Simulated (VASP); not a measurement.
# Ti (Fd-3m) in VASP: single point with r2SCAN

Aim: the single point of Ti with r2SCAN.

Everything below comes from runs of VASP 6.6.1. Logs are shortened: lines on timing, memory, paths and dates and some standing lists are left out, and cuts for length are marked.

### 1 The cell of the first run

The structure is cubic, space group Fd-3m (No. 227). Conventional cell: a = 5.862 Å, b = 5.862 Å, c = 5.862 Å, α = 90.00°, β = 90.00°, γ = 90.00°. Ti (site symmetry -43m) has 4 Ti at 2.54 Å within 3.4 Å.

This isn't the form of Ti at room conditions, which is hcp.

### 2 Single point, r2SCAN, collinear spin (25.19 Å³/atom)

Input file POSCAR:

```
Ti
1.0
    0.0000000000      2.9312443070      2.9312443070
    2.9312443070      0.0000000000      2.9312443070
    2.9312443070      2.9312443070      0.0000000000
Ti
2
Direct
    0.1250000000      0.1250000000      0.1250000000
    0.8750000000      0.8750000000      0.8750000000
```

Input file INCAR.step1:

```
PREC = Accurate ; ENCUT = 520
ISMEAR = -1 ; SIGMA = 0.05
LREAL = False ; LASPH = True
NELM = 150 ; ISPIN = 2
MAGMOM = 1.946 1.946 ; LMAXMIX = 4
NBANDS = 23 ; GGA = PE
ALGO = Normal ; EDIFF = 1E-4
LWAVE = True ; LCHARG = False
```

Input file INCAR.step2:

```
PREC = Accurate ; ENCUT = 520
EDIFF = 1E-7 ; ISMEAR = -1
SIGMA = 0.05 ; LREAL = False
LASPH = True ; NELM = 150
ALGO = Normal ; ISIF = 2
LWAVE = False ; LCHARG = False
ISPIN = 2 ; MAGMOM = 1.946 1.946
LORBIT = 11 ; LMAXMIX = 4
METAGGA = R2SCAN ; LMIXTAU = True
NBANDS = 23 ; ISTART = 1
```

Input file KPOINTS:

```
Automatic mesh
0
Gamma
  15 15 15
```

Potentials or basis: VASP PAW PBE potentials, release 64 (Ti_sv).

On the command line:

```sh
$ cat potpaw_PBE.64/Ti_sv/POTCAR > POTCAR
$ cp INCAR.step1 INCAR
$ mpirun -np 1 vasp_std > vasp.out
$ cp INCAR.step2 INCAR
$ mpirun -np 1 vasp_std > vasp.out
```

OUTCAR:

```text
PREC = Accurate
   ENCUT = 520
   EDIFF = 1E-7
   ISMEAR = -1
   LREAL = False
   LASPH = True
   NELM = 150
   ISIF = 2
   ISPIN = 2
   LORBIT = 11
   METAGGA = R2SCAN
   ISTART = 1

 ion  position               nearest neighbor table
   1  0.125  0.125  0.125-   2 2.54   2 2.54   2 2.54   2 2.54
   2  0.875  0.875  0.875-   1 2.54   1 2.54   1 2.54   1 2.54

  LATTYP: Found a face centered cubic cell.
 ALAT       =     5.8624886140

  Lattice vectors:

 A1 = (   0.0000000000,   2.9312443070,   2.9312443070)
 A2 = (   2.9312443070,   0.0000000000,   2.9312443070)
 A3 = (   2.9312443070,   2.9312443070,   0.0000000000)

Analysis of symmetry for initial positions (statically):
=====================================================================
 Subroutine PRICEL returns:
 Original cell was already a primitive cell.

 Routine SETGRP: Setting up the symmetry group for a
 face centered cubic supercell.

 Subroutine GETGRP returns: Found 48 space group operations
 (whereof 12 operations were pure point group operations)
 out of a pool of 48 trial point group operations.

The static configuration has the point symmetry D_3d.
 The point group associated with its full space group is O_h .

Analysis of symmetry for dynamics (positions and initial velocities):
=====================================================================
 Subroutine PRICEL returns:
 Original cell was already a primitive cell.

 Routine SETGRP: Setting up the symmetry group for a
 face centered cubic supercell.

 Subroutine GETGRP returns: Found 48 space group operations
 (whereof 12 operations were pure point group operations)
 out of a pool of 48 trial point group operations.

The dynamic configuration has the point symmetry D_3d.
 The point group associated with its full space group is O_h .

Analysis of structural, dynamic, and magnetic symmetry:
=====================================================================
 Subroutine PRICEL returns:
 Original cell was already a primitive cell.

 Routine SETGRP: Setting up the symmetry group for a
 face centered cubic supercell.

 Subroutine GETGRP returns: Found 48 space group operations
 (whereof 12 operations were pure point group operations)
 out of a pool of 48 trial point group operations.

The overall configuration has the point symmetry D_3d.
 The point group associated with its full space group is O_h .

 Subroutine INISYM returns: Found 48 space group operations
 (whereof 12 operations are pure point group operations),
 and found     1 'primitive' translations

----------------------------------------------------------------------------------------

                                     Primitive cell

  volume of cell :      50.3716

  direct lattice vectors                    reciprocal lattice vectors
     0.000000000  2.931244307  2.931244307    -0.170576024  0.170576024  0.170576024
     2.931244307  0.000000000  2.931244307     0.170576024 -0.170576024  0.170576024
     2.931244307  2.931244307  0.000000000     0.170576024  0.170576024 -0.170576024

  length of vectors
     4.145405454  4.145405454  4.145405454     0.295446341  0.295446341  0.295446341

  position of ions in fractional coordinates (direct lattice)
     0.125000000  0.125000000  0.125000000
     0.875000000  0.875000000  0.875000000

  ion indices of the primitive-cell ions
   primitive index   ion index
                 1           1
                 2           2

----------------------------------------------------------------------------------------

 KPOINTS: Automatic mesh

Automatic generation of k-mesh.
 Grid dimensions read from file:
 generate k-points for:   15   15   15

 Generating k-lattice:

  Cartesian coordinates                     Fractional coordinates (reciprocal lattice)
    -0.011371735  0.011371735  0.011371735     0.066666667  0.000000000  0.000000000
     0.011371735 -0.011371735  0.011371735     0.000000000  0.066666667  0.000000000
     0.011371735  0.011371735 -0.011371735     0.000000000  0.000000000  0.066666667

  Length of vectors
     0.019696423  0.019696423  0.019696423

  Shift w.r.t. Gamma in fractional coordinates (k-lattice)
     0.000000000  0.000000000  0.000000000

 Subroutine IBZKPT returns following result:
 ===========================================

 Found    120 irreducible k-points:

 Following reciprocal coordinates:
            Coordinates               Weight
  0.000000  0.000000  0.000000      1.000000
  0.066667  0.000000  0.000000      8.000000
  0.133333  0.000000  0.000000      8.000000
  0.200000  0.000000  0.000000      8.000000
  0.266667  0.000000  0.000000      8.000000
  0.333333  0.000000  0.000000      8.000000
[... 16 lines left out ...]
  0.133333  0.133333  0.000000      6.000000
  0.200000  0.133333  0.000000     24.000000
 [... further k-points ...]
   k-points           NKPTS =    120   k-points in BZ     NKDIM =    120   number of bands    NBANDS=     23
   number of dos      NEDOS =    301   number of ions     NIONS =      2
   total plane-waves  NPLWV =  32768
   dimension x,y,z NGX =    32 NGY =   32 NGZ =   32
   dimension x,y,z NGXF=    64 NGYF=   64 NGZF=   64
   ions per type =               2
   NGX,Y,Z   is equivalent  to a cutoff of  12.83, 12.83, 12.83 a.u.
   NGXF,Y,Z  is equivalent  to a cutoff of  25.67, 25.67, 25.67 a.u.
 SYSTEM =  unknown system
   PREC   = accura    normal or accurate (medium, high low for compatibility)
   ISTART =      1    job   : 0-new  1-cont  2-samecut
   ICHARG =      0    charge: 1-file 2-atom 10-const
   ISPIN  =      2    spin polarized calculation?
   LNONCOLLINEAR =      F non collinear calculations
   LSORBIT =      F    spin-orbit coupling
   LASPH  =      T    aspherical Exc in radial PAW
   ENCUT  =  520.0 eV  38.22 Ry    6.18 a.u.   7.71  7.71  7.71*2*pi/ulx,y,z
   NELM   =    150;   NELMIN=  2; NELMDL=  0     # of ELM steps
   EDIFF  = 0.1E-06   stopping-criterion for ELM
   LREAL  =      F    real-space projection
   EDIFFG = 0.1E-05   stopping-criterion for IOM
   NSW    =      0    number of steps for IOM
   IBRION =     -1    ionic relax: 0-MD 1-quasi-New 2-CG
   NFREE  =      0    steps in history (QN), initial steepest desc. (CG)
   ISIF   =      2    stress and relaxation
   ISYM   =      2    0-nonsym 1-usesym 2-fastsym
   POTIM  = 0.5000    time-step for ionic-motion
   TEBEG  =    0.0;   TEEND  =   0.0 temperature during run
   PSTRESS=    0.0 pullay stress
   NELECT =      24.0000    total number of electrons
   NUPDOWN=      -1.0000    fix difference up-down
   EMIN   =  10.00;   EMAX   =-10.00  energy-range for DOS
   EFERMI =   0.00;   METHOD = LEGACY
   ISMEAR =    -1;   SIGMA  =   0.05  broadening in eV -4-tet -1-fermi 0-gaus
   EFERMI_NEDOS =   21; number of points for ismear=-14 and -15
   IALGO  =     38    algorithm
   IMIX   =      4    mixing-type and parameters
     AMIX     =   0.40;   BMIX     =  1.00
     AMIX_MAG =   1.60;   BMIX_MAG =  1.00
  volume/ion in A,a.u.               =      25.19       169.96
  Fermi-wavevector in a.u.,A,eV,Ry     =   1.278645  2.416288 22.244605  1.634932
  Thomas-Fermi vector in A             =   2.411176
   LORBIT       =     11    0 simple, 1 ext, 2 COOP (PROOUT), +10 PAW based schemes
   METAGGA = R2SCAN    functional components
   LHFCALC =     F    Hartree Fock is set to
   AEXX    =    0.0000 exact exchange contribution
   IVDW    =     0    specifies the selected vdW correction
   LEPSILON=     F    determine dielectric tensor
   LRPA    =     F    only Hartree local field effects (RPA)
 spin polarized calculation
  energy-cutoff  :      520.00
  volume of cell :       50.37
 maximum number of plane-waves:      1375
   NGX = 15   NGY = 15   NGZ = 15

 number of electron      23.9999991 magnetization       5.0357552

 Free energy of the ion-electron system (eV)
  ---------------------------------------------------
  ext. energy  EPLUGINS =         0.00000000
  ---------------------------------------------------
  free energy    TOTEN  =       -22.01387585 eV

  energy without entropy =      -21.99332716  energy(sigma->0) =      -22.00360151

 E-fermi :   4.5337     XC(G=0): -10.2376

 val. band max:        4.5262204467   @ k =  -0.4000   0.2667   0.0000
 cond. band min:       4.5348281528   @ k =  -0.1333   0.2000   0.0667
 fundamental gap:      0.0086077061
 Fermi energy:         4.5336958271

 spin component 1

 k-point     1 :       0.0000    0.0000    0.0000
  band No.  band energies     occupation
      1     -55.1501      1.00000
      2     -54.7318      1.00000
      3     -30.6006      1.00000
      4     -30.6006      1.00000
      5     -30.6006      1.00000
      6     -29.9331      1.00000
[... 15 lines left out ...]
     22      15.5692      0.00000
     23      15.8857      0.00000
[... 575 lines left out ...]
      1     -55.1206      1.00000
      2     -54.7623      1.00000
      3     -30.6435      1.00000
      4     -30.6435      1.00000
      5     -30.5596      1.00000
      6     -29.9782      1.00000
[... 15 lines left out ...]
     22      14.2982      0.00000
     23      14.3659      0.00000

 [... further k-points ...]

 spin component 2

 k-point     1 :       0.0000    0.0000    0.0000
  band No.  band energies     occupation
      1     -52.9238      1.00000
      2     -52.5760      1.00000
      3     -28.3195      1.00000
      4     -28.3195      1.00000
      5     -28.3192      1.00000
      6     -27.7793      1.00000
[... 15 lines left out ...]
     22      16.8788      0.00000
     23      16.8789      0.00000
[... 575 lines left out ...]
      1     -52.8991      1.00000
      2     -52.6012      1.00000
      3     -28.3596      1.00000
      4     -28.3592      1.00000
      5     -28.2874      1.00000
      6     -27.8167      1.00000
[... 15 lines left out ...]
     22      14.9339      0.00000
     23      16.8833      0.00000

 [... further k-points ...]

------------------------ aborting loop because EDIFF is reached ----------------------------------------

  FORCE on cell =-STRESS in cart. coord.  units (eV):
  Direction    XX          YY          ZZ          XY          YZ          ZX
  --------------------------------------------------------------------------------------
  -------------------------------------------------------------------------------------
  Total        1.4812310      1.4812310      1.4812310     -0.0000000      0.0000000      0.0000000
  in kB       47.1137123     47.1137123     47.1137123     -0.0000000      0.0000000      0.0000000
  external PRESSURE =      47.1137123 kB  Pullay stress =       0.0000000 kB

 VOLUME and BASIS-vectors are now :
 -----------------------------------------------------------------------------
  energy-cutoff  :      520.00
  volume of cell :       50.37
      direct lattice vectors                 reciprocal lattice vectors
     0.000000000  2.931244307  2.931244307    -0.170576024  0.170576024  0.170576024
     2.931244307  0.000000000  2.931244307     0.170576024 -0.170576024  0.170576024
     2.931244307  2.931244307  0.000000000     0.170576024  0.170576024 -0.170576024

 POSITION                                       TOTAL-FORCE (eV/Angst)
 -----------------------------------------------------------------------------------
      0.73281      0.73281      0.73281        -0.000000      0.000000      0.000000
      5.12968      5.12968      5.12968         0.000000     -0.000000     -0.000000
 -----------------------------------------------------------------------------------
    total drift:                                0.000000      0.000000     -0.000000

  FREE ENERGIE OF THE ION-ELECTRON SYSTEM (eV)
  ---------------------------------------------------
  free  energy   TOTEN  =       -22.0138758493 eV

  energy  without entropy=      -21.9933271614  energy(sigma->0) =      -22.00360151

 total charge

# of ion       s       p       d       tot
------------------------------------------
    1        2.226   6.064   2.079  10.369
    2        2.226   6.064   2.079  10.369
--------------------------------------------------
tot          4.452  12.127   4.158  20.738

 magnetization (x)

# of ion       s       p       d       tot
------------------------------------------
    1        0.139   0.090   1.761   1.990
    2        0.139   0.090   1.761   1.990
--------------------------------------------------
tot          0.278   0.180   3.522   3.980
```

Wall time 5.8 min (1 thread of Intel Xeon 6975P-C (Granite Rapids), shared host); peak memory 0.34 GiB.

What came out:

| Property | Result |
| --- | --- |
| Free energy | -22.0139 eV |
| Pressure | 4.7 GPa |
| Net moment | 5.04 μB per cell |
| Site moments | Ti +1.99 μB |
| Valence electrons inside the program's atomic spheres | Ti 10.37 |

Caveat: the cell stands under pressure; the PAW data sets were made with another functional, which shifts forces and pressure a little.
